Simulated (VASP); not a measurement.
# CdS (I-4m2) in VASP: single point with HSE06

Aim: the single point of CdS with HSE06.

Everything below comes from runs of VASP 6.6.1. Logs are shortened: lines on timing, memory, paths and dates and some standing lists are left out, and cuts for length are marked.

**1. The cell of the first run**

The structure is tetragonal, space group I-4m2 (No. 119). The conventional cell has a = 4.157 Å, b = 4.157 Å, c = 5.860 Å, α = 90.00°, β = 90.00°, γ = 90.00°. Cd (site symmetry -4m2) has 4 S at 2.54 Å within 3.4 Å. Within 3.4 Å of S (site symmetry -4m2) lie 4 Cd at 2.54 Å.

**2. Single point, HSE06 (uniaxial x strain -0.3%)**

File POSCAR:

```
CdS
1.0
    0.0000000000      2.9392148400      2.9392148400
    2.9301032740      0.0000000000      2.9392148400
    2.9301032740      2.9392148400      0.0000000000
Cd S
1 1
Direct
    0.0000000000      0.0000000000      0.0000000000
    0.2500000000      0.2500000000      0.2500000000
```

File INCAR.step1:

```
SYSTEM = CdS
PREC = Accurate ; ENCUT = 520
EDIFF = 1E-5 ; ISMEAR = 0
SIGMA = 0.01 ; LREAL = .FALSE.
LASPH = .TRUE. ; NELM = 80
ALGO = Normal ; ISIF = 2
LWAVE = .TRUE. ; LCHARG = .FALSE.
NBANDS = 16 ; GGA = PE
KPAR = 4
```

File INCAR.step2:

```
SYSTEM = CdS
PREC = Accurate ; ENCUT = 520
EDIFF = 1E-6 ; ISMEAR = 0
SIGMA = 0.01 ; LREAL = .FALSE.
LASPH = .TRUE. ; NELM = 80
ALGO = Normal ; ISIF = 2
LWAVE = .FALSE. ; LCHARG = .FALSE.
GGA = PE ; LHFCALC = .TRUE.
HFSCREEN = 0.2079 ; PRECFOCK = Normal
NBANDS = 16 ; ISTART = 1
KPAR = 4
```

File KPOINTS:

```
regular mesh
0
G
  6 6 6
  0 0 0
```

Potentials or basis: VASP PAW PBE potentials, release 64 (Cd, S).

Command:

```console
cat potpaw_PBE.64/Cd/POTCAR potpaw_PBE.64/S/POTCAR > POTCAR
cp INCAR.step1 INCAR
mpirun -np 4 vasp_std > vasp.out
cp INCAR.step2 INCAR
mpirun -np 4 vasp_std > vasp.out
```

OUTCAR:

```text
SYSTEM = CdS
   PREC = Accurate
   ENCUT = 520
   EDIFF = 1E-6
   ISMEAR = 0
   LREAL = .FALSE.
   LASPH = .TRUE.
   NELM = 80
   ISIF = 2
   GGA = PE
   LHFCALC = .TRUE.
   HFSCREEN = 0.2079
   PRECFOCK = Normal
   ISTART = 1

 ion  position               nearest neighbor table
   1  0.000  0.000  0.000-   2 2.54   2 2.54   2 2.54   2 2.54
   2  0.250  0.250  0.250-   1 2.54   1 2.54   1 2.54   1 2.54

  LATTYP: Found a body centered tetragonal cell.
 ALAT       =     4.1566774895
 C/A-ratio  =     1.4098295003

  Lattice vectors:

 A1 = (  -2.9301032740,   0.0000000000,  -2.9392148400)
 A2 = (  -2.9301032740,   0.0000000000,   2.9392148400)
 A3 = (   2.9301032740,   2.9392148400,   0.0000000000)

Analysis of symmetry for initial positions (statically):
=====================================================================
 Subroutine PRICEL returns:
 Original cell was already a primitive cell.

 Routine SETGRP: Setting up the symmetry group for a
 body centered tetragonal supercell.

 Subroutine GETGRP returns: Found  8 space group operations
 (whereof  8 operations were pure point group operations)
 out of a pool of 16 trial point group operations.

The static configuration has the point symmetry D_2d.

Analysis of symmetry for dynamics (positions and initial velocities):
=====================================================================
 Subroutine PRICEL returns:
 Original cell was already a primitive cell.

 Routine SETGRP: Setting up the symmetry group for a
 body centered tetragonal supercell.

 Subroutine GETGRP returns: Found  8 space group operations
 (whereof  8 operations were pure point group operations)
 out of a pool of 16 trial point group operations.

The dynamic configuration has the point symmetry D_2d.

 Subroutine INISYM returns: Found  8 space group operations
 (whereof  8 operations are pure point group operations),
 and found     1 'primitive' translations

----------------------------------------------------------------------------------------

                                     Primitive cell

  volume of cell :      50.6262

  direct lattice vectors                    reciprocal lattice vectors
     0.000000000  2.939214840  2.939214840    -0.170642450  0.170113458  0.170113458
     2.930103274  0.000000000  2.939214840     0.170642450 -0.170113458  0.170113458
     2.930103274  2.939214840  0.000000000     0.170642450  0.170113458 -0.170113458

  length of vectors
     4.156677489  4.150239640  4.150239640     0.294950882  0.294950882  0.294950882

  position of ions in fractional coordinates (direct lattice)
     0.000000000  0.000000000  0.000000000
     0.250000000  0.250000000  0.250000000

  ion indices of the primitive-cell ions
   primitive index   ion index
                 1           1
                 2           2

----------------------------------------------------------------------------------------

 KPOINTS: regular mesh

Automatic generation of k-mesh.
 Grid dimensions read from file:
 generate k-points for:    6    6    6

 Generating k-lattice:

  Cartesian coordinates                     Fractional coordinates (reciprocal lattice)
    -0.028440408  0.028352243  0.028352243     0.166666667 -0.000000000 -0.000000000
     0.028440408 -0.028352243  0.028352243     0.000000000  0.166666667  0.000000000
     0.028440408  0.028352243 -0.028352243     0.000000000  0.000000000  0.166666667

  Length of vectors
     0.049158480  0.049158480  0.049158480

  Shift w.r.t. Gamma in fractional coordinates (k-lattice)
     0.000000000  0.000000000  0.000000000

 Subroutine IBZKPT returns following result:
 ===========================================

 Found     30 irreducible k-points:

 Following reciprocal coordinates:
            Coordinates               Weight
  0.000000  0.000000  0.000000      1.000000
  0.166667  0.000000  0.000000      8.000000
  0.333333  0.000000  0.000000      8.000000
  0.500000  0.000000  0.000000      4.000000
  0.166667  0.166667  0.000000      4.000000
  0.333333  0.166667  0.000000     16.000000
[... 16 lines left out ...]
 -0.333333  0.500000  0.166667      4.000000
  0.333333 -0.333333  0.166667      8.000000
 [... further k-points ...]
   k-points           NKPTS =     30   k-points in BZ     NKDIM =    216   number of bands    NBANDS=     16
   number of dos      NEDOS =    301   number of ions     NIONS =      2
   total plane-waves  NPLWV =  32768
   dimension x,y,z NGX =    32 NGY =   32 NGZ =   32
   dimension x,y,z NGXF=    64 NGYF=   64 NGZF=   64
   ions per type =               1   1
   NGX,Y,Z   is equivalent  to a cutoff of  12.80, 12.82, 12.82 a.u.
   NGXF,Y,Z  is equivalent  to a cutoff of  25.60, 25.64, 25.64 a.u.
 SYSTEM =  CdS
   PREC   = accura    normal or accurate (medium, high low for compatibility)
   ISTART =      1    job   : 0-new  1-cont  2-samecut
   ICHARG =      0    charge: 1-file 2-atom 10-const
   ISPIN  =      1    spin polarized calculation?
   LNONCOLLINEAR =      F non collinear calculations
   LSORBIT =      F    spin-orbit coupling
   LASPH  =      T    aspherical Exc in radial PAW
   ENCUT  =  520.0 eV  38.22 Ry    6.18 a.u.   7.73  7.72  7.72*2*pi/ulx,y,z
   NELM   =     80;   NELMIN=  2; NELMDL=  0     # of ELM steps
   EDIFF  = 0.1E-05   stopping-criterion for ELM
   LREAL  =      F    real-space projection
   EDIFFG = 0.1E-04   stopping-criterion for IOM
   NSW    =      0    number of steps for IOM
   IBRION =     -1    ionic relax: 0-MD 1-quasi-New 2-CG
   NFREE  =      0    steps in history (QN), initial steepest desc. (CG)
   ISIF   =      2    stress and relaxation
   ISYM   =      3    0-nonsym 1-usesym 2-fastsym
   POTIM  = 0.5000    time-step for ionic-motion
   TEBEG  =    0.0;   TEEND  =   0.0 temperature during run
   PSTRESS=    0.0 pullay stress
   NELECT =      18.0000    total number of electrons
   NUPDOWN=      -1.0000    fix difference up-down
   EMIN   =  10.00;   EMAX   =-10.00  energy-range for DOS
   EFERMI =   0.00;   METHOD = LEGACY
   ISMEAR =     0;   SIGMA  =   0.01  broadening in eV -4-tet -1-fermi 0-gaus
   EFERMI_NEDOS =   21; number of points for ismear=-14 and -15
   IALGO  =     38    algorithm
   IMIX   =      1    mixing-type and parameters
     AMIX     =   0.40;   BMIX     =  1.00
     AMIX_MAG =   1.60;   BMIX_MAG =  1.00
  volume/ion in A,a.u.               =      25.31       170.82
  Fermi-wavevector in a.u.,A,eV,Ry     =   1.159775  2.191657 18.300903  1.345078
  Thomas-Fermi vector in A             =   2.296364
   LORBIT       =      0    0 simple, 1 ext, 2 COOP (PROOUT), +10 PAW based schemes
   GGA     = PE    functional components
   LHFCALC =     T    Hartree Fock is set to
   PRECFOCK=normal    Normal, Fast or Accurate (Low or Medium for compatibility)
   ENCUT4O =  -1.0   cutoff for four orbital integrals eV
   NKREDX  =     1    reduce k-point grid by
   NKREDY  =     1    reduce k-point grid by
   NKREDZ  =     1    reduce k-point grid by
   AEXX    =    0.2500 exact exchange contribution
   HFSCREEN=    0.2079 screening length (either q_TF or 0.3 A-1)
   HFSCREENC=   0.2079 screening length for correlation (either q_TF or 0.3 A-1)
   ENCUTFOCK=  -1.0 apply spherical cutoff to Coloumb kernel
   IVDW    =     0    specifies the selected vdW correction
   LEPSILON=     F    determine dielectric tensor
   LRPA    =     F    only Hartree local field effects (RPA)
 non-spin polarized calculation
 Gauss-broadening in eV      SIGMA  =   0.01
  energy-cutoff  :      520.00
  volume of cell :       50.63
 maximum number of plane-waves:      1380
  NGX = 24; NGY = 24; NGZ = 24

 number of electron      18.0000005 magnetization

 Free energy of the ion-electron system (eV)
  ---------------------------------------------------
  ext. energy  EPLUGINS =         0.00000000
  ---------------------------------------------------
  free energy    TOTEN  =        -7.61973016 eV

  energy without entropy =       -7.61973016  energy(sigma->0) =       -7.61973016

 E-fermi :   0.5906     XC(G=0):  -7.5187

 val. band max:        0.5024756233   @ k =   0.0000   0.0000   0.0000
 cond. band min:       2.6142445327   @ k =   0.0000   0.0000   0.0000
 fundamental gap:      2.1117689094
 Fermi energy:         0.5906448022

 k-point     1 :       0.0000    0.0000    0.0000
  band No.  band energies     occupation
      1     -12.9371      2.00000
      2      -8.2927      2.00000
      3      -8.2927      2.00000
      4      -8.2910      2.00000
      5      -7.8359      2.00000
      6      -7.8349      2.00000
[... 8 lines left out ...]
     15      13.2287      0.00000
     16      13.2739      0.00000

 k-point     2 :       0.1667    0.0000    0.0000
  band No.  band energies     occupation
      1     -12.8277      2.00000
      2      -8.2571      2.00000
      3      -8.2559      2.00000
      4      -8.1803      2.00000
      5      -7.8364      2.00000
      6      -7.8359      2.00000
[... 8 lines left out ...]
     15      12.3962      0.00000
     16      13.4537      0.00000

 k-point     3 :       0.3333    0.0000    0.0000
  band No.  band energies     occupation
      1     -12.6102      2.00000
      2      -8.1984      2.00000
      3      -8.1968      2.00000
      4      -7.8217      2.00000
      5      -7.8210      2.00000
      6      -7.7959      2.00000
[... 8 lines left out ...]
     15      12.8526      0.00000
     16      12.8527      0.00000

 k-point     4 :       0.5000    0.0000    0.0000
  band No.  band energies     occupation
      1     -12.5035      2.00000
      2      -8.1777      2.00000
      3      -8.1758      2.00000
      4      -7.8038      2.00000
      5      -7.8025      2.00000
      6      -7.4374      2.00000
[... 8 lines left out ...]
     15      14.4118      0.00000
     16      14.4312      0.00000
[... 324 lines left out ...]
 k-point    22 :       0.3333    0.5000    0.1667
  band No.  band energies     occupation
      1     -12.4733      2.00000
      2      -8.1116      2.00000
      3      -8.1017      2.00000
      4      -7.9184      2.00000
      5      -7.8002      2.00000
      6      -7.5078      2.00000
[... 8 lines left out ...]
     15      14.8561      0.00000
     16      15.1399      0.00000

 k-point    23 :      -0.3333    0.5000    0.1667
  band No.  band energies     occupation
      1     -12.3730      2.00000
      2      -8.0593      2.00000
      3      -8.0407      2.00000
      4      -7.9104      2.00000
      5      -7.7978      2.00000
      6      -7.2253      2.00000
[... 8 lines left out ...]
     15      15.0910      0.00000
     16      15.1670      0.00000

 k-point    24 :       0.3333   -0.3333    0.1667
  band No.  band energies     occupation
      1     -12.4061      2.00000
      2      -8.1053      2.00000
      3      -8.0677      2.00000
      4      -7.8745      2.00000
      5      -7.8186      2.00000
      6      -7.2583      2.00000
[... 8 lines left out ...]
     15      14.2476      0.00000
     16      15.2145      0.00000

 [... further k-points ...]

------------------------ aborting loop because EDIFF is reached ----------------------------------------

  FORCE on cell =-STRESS in cart. coord.  units (eV):
  Direction    XX          YY          ZZ          XY          YZ          ZX
  --------------------------------------------------------------------------------------
  -------------------------------------------------------------------------------------
  Total        0.2334457      0.2136233      0.2136233     -0.0000000      0.0000000      0.0000000
  in kB        7.3878965      6.7605740      6.7605740     -0.0000000      0.0000000      0.0000000
  external PRESSURE =       6.9696815 kB  Pullay stress =       0.0000000 kB

 VOLUME and BASIS-vectors are now :
 -----------------------------------------------------------------------------
  energy-cutoff  :      520.00
  volume of cell :       50.63
      direct lattice vectors                 reciprocal lattice vectors
     0.000000000  2.939214840  2.939214840    -0.170642450  0.170113458  0.170113458
     2.930103274  0.000000000  2.939214840     0.170642450 -0.170113458  0.170113458
     2.930103274  2.939214840  0.000000000     0.170642450  0.170113458 -0.170113458

 POSITION                                       TOTAL-FORCE (eV/Angst)
 -----------------------------------------------------------------------------------
      0.00000      0.00000      0.00000        -0.000000     -0.000000     -0.000000
      1.46505      1.46961      1.46961         0.000000      0.000000      0.000000
 -----------------------------------------------------------------------------------
    total drift:                                0.000003      0.000001     -0.000003

  FREE ENERGIE OF THE ION-ELECTRON SYSTEM (eV)
  ---------------------------------------------------
  free  energy   TOTEN  =        -7.6197301616 eV

  energy  without entropy=       -7.6197301616  energy(sigma->0) =       -7.61973016
```

Wall time 22 min (4 MPI ranks of Intel Xeon Platinum 8259CL at 2.50GHz (Skylake/Cascade Lake), shared host); peak memory 0.3 GiB.

What came out:

| Property | Result |
| --- | --- |
| Free energy | -7.6197 eV |
| Pressure | 0.7 GPa |
| Band gap on the k mesh | 2.11 eV |

Caveat: the cell differs from its parent crystal (uniaxial x strain -0.3%); the structure was generated, so it needn't be the stable form of CdS; the PAW data sets were made with another functional, which shifts forces and pressure a little.
